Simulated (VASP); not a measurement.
# Ni (Fm-3m) in VASP: single point with PBE

Aim: the single point of Ni with PBE.

Everything below comes from runs of VASP 6.6.1. Logs are shortened: lines on timing, memory, paths and dates and some standing lists are left out, and cuts for length are marked.

### 1 The cell of the first run

It takes space group Fm-3m (No. 225, cubic). The conventional cell has a = 3.519 Å, b = 3.519 Å, c = 3.519 Å, α = 90.00°, β = 90.00°, γ = 90.00°. Within 3.3 Å of Ni (site symmetry m-3m) lie 12 Ni at 2.49 Å.

### 2 Single point, PBE, collinear spin, ferromagnetic start

Contents of INCAR:

```
SYSTEM = Ni
PREC = Accurate
ENCUT = 520
EDIFF = 1E-6
ISMEAR = -1
SIGMA = 0.05
LREAL = .False.
LASPH = .True.
NELM = 150
ALGO = Normal
ISIF = 2
LWAVE = .False.
LCHARG = .False.
ISPIN = 2
MAGMOM = 1 1 1
LORBIT = 11
LMAXMIX = 4
GGA = PE
NBANDS = 26
```

Contents of KPOINTS:

```
Automatic mesh
0
Gamma
  19 19 7
  0 0 0
```

Contents of POSCAR:

```
Ni
1.0
    0.0000000000      1.7593077733     -1.7593077733
   -1.7593077733      0.0000000000      1.7593077733
    3.5186155466      3.5186155466      3.5186155466
Ni
3
Direct
    0.0000000000      0.0000000000      0.0000000000
    0.3333333330      0.6666666670      0.3333333330
    0.6666666670      0.3333333330      0.6666666670
```

Potentials or basis: VASP PAW PBE potentials, release 64 (Ni).

Launch:

```
> cat potpaw_PBE.64/Ni/POTCAR > POTCAR
> mpirun -np 1 vasp_std > vasp.out
```

OUTCAR:

```text
SYSTEM = Ni
   PREC = Accurate
   ENCUT = 520
   EDIFF = 1E-6
   ISMEAR = -1
   LREAL = .False.
   LASPH = .True.
   NELM = 150
   ISIF = 2
   ISPIN = 2
   LORBIT = 11
   GGA = PE

 ion  position               nearest neighbor table
   1  0.000  0.000  0.000-   2 2.49   3 2.49   3 2.49   2 2.49   3 2.49   2 2.49
   2  0.333  0.667  0.333-   1 2.49   1 2.49   1 2.49   3 2.49   3 2.49   3 2.49
   3  0.667  0.333  0.667-   1 2.49   1 2.49   1 2.49   2 2.49   2 2.49   2 2.49

  LATTYP: Found a hexagonal cell.
 ALAT       =     2.4880369134
 C/A-ratio  =     2.4494897428

  Lattice vectors:

 A1 = (   0.0000000000,   1.7593077733,  -1.7593077733)
 A2 = (  -1.7593077733,   0.0000000000,   1.7593077733)
 A3 = (   3.5186155466,   3.5186155466,   3.5186155466)

Analysis of symmetry for initial positions (statically):
=====================================================================
 Subroutine PRICEL returns following result:

  LATTYP: Found a face centered cubic cell.
 ALAT       =     3.5186155431
[... 12 lines left out ...]
 Subroutine GETGRP returns: Found 12 space group operations
 (whereof 12 operations were pure point group operations)
 out of a pool of 24 trial point group operations.

The static configuration has the point symmetry D_3d.

Analysis of symmetry for dynamics (positions and initial velocities):
=====================================================================
 Subroutine PRICEL returns following result:

  LATTYP: Found a face centered cubic cell.
 ALAT       =     3.5186155431
[... 12 lines left out ...]
 Subroutine GETGRP returns: Found 12 space group operations
 (whereof 12 operations were pure point group operations)
 out of a pool of 24 trial point group operations.

The dynamic configuration has the point symmetry D_3d.

Analysis of structural, dynamic, and magnetic symmetry:
=====================================================================
 Subroutine PRICEL returns following result:

  LATTYP: Found a face centered cubic cell.
 ALAT       =     3.5186155431
[... 12 lines left out ...]
 Subroutine GETGRP returns: Found 12 space group operations
 (whereof 12 operations were pure point group operations)
 out of a pool of 24 trial point group operations.

The overall configuration has the point symmetry D_3d.

 Subroutine INISYM returns: Found 12 space group operations
 (whereof 12 operations are pure point group operations),
 and found     3 'primitive' translations

----------------------------------------------------------------------------------------

[... 114 lines left out ...]
   LORBIT       =     11    0 simple, 1 ext, 2 COOP (PROOUT), +10 PAW based schemes
   GGA     = PE    functional components
   LHFCALC =     F    Hartree Fock is set to
   AEXX    =    0.0000 exact exchange contribution
   IVDW    =     0    specifies the selected vdW correction
   LEPSILON=     F    determine dielectric tensor
   LRPA    =     F    only Hartree local field effects (RPA)
 spin polarized calculation
  energy-cutoff  :      520.00
  volume of cell :       32.67
 maximum number of plane-waves:       895
 NGX is ok and might be reduce to    20
   NGX =  9   NGY =  9   NGZ = 23

 number of electron      30.0000009 magnetization       1.8833565

 Free energy of the ion-electron system (eV)
  ---------------------------------------------------
  ext. energy  EPLUGINS =         0.00000000
  ---------------------------------------------------
  free energy    TOTEN  =       -16.43099520 eV

  energy without entropy =      -16.38709223  energy(sigma->0) =      -16.40904372

 E-fermi :   9.3646     XC(G=0): -13.2497

 val. band max:        9.3633261186   @ k =   0.1053   0.0526   0.1429
 cond. band min:       9.3650755098   @ k =   0.3684   0.0000   0.4286
 fundamental gap:      0.0017493913
 Fermi energy:         9.3646170641

 spin component 1

 k-point     1 :       0.0000    0.0000    0.0000
  band No.  band energies     occupation
      1       0.3589      1.00000
      2       3.7864      1.00000
      3       3.7864      1.00000
      4       6.9297      1.00000
      5       6.9297      1.00000
      6       6.9301      1.00000
[... 685 lines left out ...]
     25      26.8484      0.00000
     26      27.0529      0.00000

 [... further k-points ...]

 spin component 2

 k-point     1 :       0.0000    0.0000    0.0000
  band No.  band energies     occupation
      1       0.3241      1.00000
      2       3.9055      1.00000
      3       3.9055      1.00000
      4       7.4099      1.00000
      5       7.4099      1.00000
      6       7.6845      1.00000
[... 685 lines left out ...]
     25      26.9246      0.00000
     26      27.1334      0.00000

 [... further k-points ...]

------------------------ aborting loop because EDIFF is reached ----------------------------------------

  FORCE on cell =-STRESS in cart. coord.  units (eV):
  Direction    XX          YY          ZZ          XY          YZ          ZX
  --------------------------------------------------------------------------------------
  -------------------------------------------------------------------------------------
  Total       -0.0061576     -0.0061576     -0.0061576     -0.0024181     -0.0024181     -0.0024181
  in kB       -0.3019573     -0.3019573     -0.3019573     -0.1185785     -0.1185785     -0.1185785
  external PRESSURE =      -0.3019573 kB  Pullay stress =       0.0000000 kB

 VOLUME and BASIS-vectors are now :
 -----------------------------------------------------------------------------
  energy-cutoff  :      520.00
  volume of cell :       32.67
      direct lattice vectors                 reciprocal lattice vectors
     0.000000000  1.759307773 -1.759307773    -0.189468459  0.378936919 -0.189468459
    -1.759307773  0.000000000  1.759307773    -0.378936919  0.189468459  0.189468459
     3.518615547  3.518615547  3.518615547     0.094734230  0.094734230  0.094734230

 POSITION                                       TOTAL-FORCE (eV/Angst)
 -----------------------------------------------------------------------------------
      0.00000      0.00000      0.00000        -0.000000     -0.000000     -0.000000
     -0.00000      1.75931      1.75931        -0.000000      0.000000      0.000000
      1.75931      3.51862      1.75931         0.000000      0.000000      0.000000
 -----------------------------------------------------------------------------------
    total drift:                                0.000000     -0.000000      0.000000

  FREE ENERGIE OF THE ION-ELECTRON SYSTEM (eV)
  ---------------------------------------------------
  free  energy   TOTEN  =       -16.4309952038 eV

  energy  without entropy=      -16.3870922312  energy(sigma->0) =      -16.40904372

 total charge

# of ion       s       p       d       tot
------------------------------------------
    1        0.497   0.497   8.314   9.308
    2        0.497   0.497   8.314   9.308
    3        0.497   0.497   8.314   9.308
--------------------------------------------------
tot          1.492   1.491  24.942  27.924

 magnetization (x)

# of ion       s       p       d       tot
------------------------------------------
    1       -0.006  -0.025   0.671   0.640
    2       -0.006  -0.025   0.671   0.640
    3       -0.006  -0.025   0.671   0.640
--------------------------------------------------
tot         -0.019  -0.075   2.014   1.920
```

Wall time 13 min (1 thread of Intel Xeon 8259CL, shared host); peak memory 0.35 GiB.

What came out:

```
Free energy                                           : -16.4310 eV
Pressure                                              : 0.0 GPa
Net moment                                            : 1.88 μB per cell
Site moments                                          : Ni +0.64 μB
Valence electrons inside the program's atomic spheres : Ni 9.31
```
